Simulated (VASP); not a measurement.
A run of VASP 6.6.1:

The input POSCAR:

```
LiF
1.0
    0.0000000000      2.1141650707      2.1141650707
    2.1141650707      0.0000000000      2.1141650707
    2.1141650707      2.1141650707      0.0000000000
Li F
1 1
Direct
    0.0000000000      0.0000000000      0.0000000000
    0.5000000000      0.5000000000      0.5000000000
```

INCAR.step1

```
ALGO = Normal
EDIFF = 1E-4
ENCUT = 520
GGA = PE
ISMEAR = 0
LASPH = T
LCHARG = F
LREAL = F
LWAVE = T
NBANDS = 12
NELM = 60
PREC = Accurate
SIGMA = 0.01
```

Contents of INCAR.step2:

```
ALGO = Normal
EDIFF = 1E-6
ENCUT = 520
ISIF = 2
ISMEAR = 0
ISTART = 1
LASPH = T
LCHARG = T
LELF = T
LMIXTAU = T
LREAL = F
LVHAR = T
LWAVE = F
METAGGA = R2SCAN
NBANDS = 12
NELM = 60
PREC = Accurate
SIGMA = 0.01
```

KPOINTS

```
k-points
0
Gamma
  10 10 10
```

Potentials or basis: VASP PAW PBE potentials, release 64 (Li_sv, F).

Launch:

```bash
$ cat potpaw_PBE.64/Li_sv/POTCAR potpaw_PBE.64/F/POTCAR > POTCAR
$ cp INCAR.step1 INCAR
$ mpirun -np 1 vasp_std > vasp.out
$ cp INCAR.step2 INCAR
$ mpirun -np 1 vasp_std > vasp.out
```

Hardware: 1 thread of Intel(R) Xeon(R) Platinum 8375C CPU @ 2.90GHz (Ice Lake), with other jobs on the host.

Task: How long does it take, and how much memory?

Result: Run time: 27 s on 1 thread of Intel(R) Xeon(R) Platinum 8375C CPU @ 2.90GHz (Ice Lake), on a shared host, peak memory 0.14 GiB. Counts: k points 47.
